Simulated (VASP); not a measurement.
Write the native input for VASP 6.6.1 that does the following.

| Quantity | Value |
| --- | --- |
| Task | single point |
| Functional | PBE |
| Potentials or basis | VASP PAW PBE potentials, release 64 (P, N) |
| Cutoff | 600 eV |
| k mesh | 8 × 8 × 8 |
| Occupations | gaussian, width 0.1 eV |
| Spin | collinear spin, ferromagnetic start |
| Starting moments | [0.0, 0.0, 1.0, 1.0] μB |
| Dipole correction | no |
| Further INCAR settings | ALGO = Normal; EDIFF = 1e-06; NBANDS = 22 |

The structure of PN lies in POSCAR:

```
PN
1.0
   -1.3889631000      2.6946072600      2.2901393700
    1.3889631000     -2.6946072600      2.2901393700
    1.3889631000      2.6946072600     -2.2901393700
P N
2 2
Direct
    0.2589471500      0.6057077100      0.6532394400
    0.9524682700      0.6057077100      0.3467605600
    0.0116296500      0.2630089100      0.7486207400
    0.5143881600      0.2630089100      0.2513792600
```

The cell was generated, and may not be a known phase.

The input as run:

INCAR

```
SYSTEM = PN
ALGO = Normal
EDIFF = 1E-6
ENCUT = 600
GGA = PE
GGA_COMPAT = .FALSE.
ISIF = 2
ISMEAR = 0
ISPIN = 2
LASPH = .TRUE.
LCHARG = .FALSE.
LORBIT = 11
LREAL = .FALSE.
LWAVE = .FALSE.
MAGMOM = 0 0 1 1
NBANDS = 22
NELM = 200
PREC = Accurate
SIGMA = 0.1
```

KPOINTS

```
k-points
0
G
  8 8 8
  0 0 0
```

Potentials or basis: VASP PAW PBE potentials, release 64 (P, N).

The run is started by

```sh
$ cat potpaw_PBE.64/P/POTCAR potpaw_PBE.64/N/POTCAR > POTCAR
$ mpirun -np 1 vasp_std > vasp.out
```

It gave:

```
Pressure                                              : 100.7 GPa
Largest force                                         : 15.189 eV/Å
Band gap on the k mesh                                : zero (filled and empty bands overlap)
Net moment                                            : 0.00 μB per cell
Valence electrons inside the program's atomic spheres : P 2.75; N 4.02
```

Caveat: the stress differs along the axes, from 34 to 216 GPa; forces of over 1 eV/Å act on the atoms, so gaps and moduli don't describe the material at rest.

Wall time 79 s on 1 thread of Intel(R) Xeon(R) 6975P-C (Granite Rapids) (shared host), peak memory 0.26 GiB.
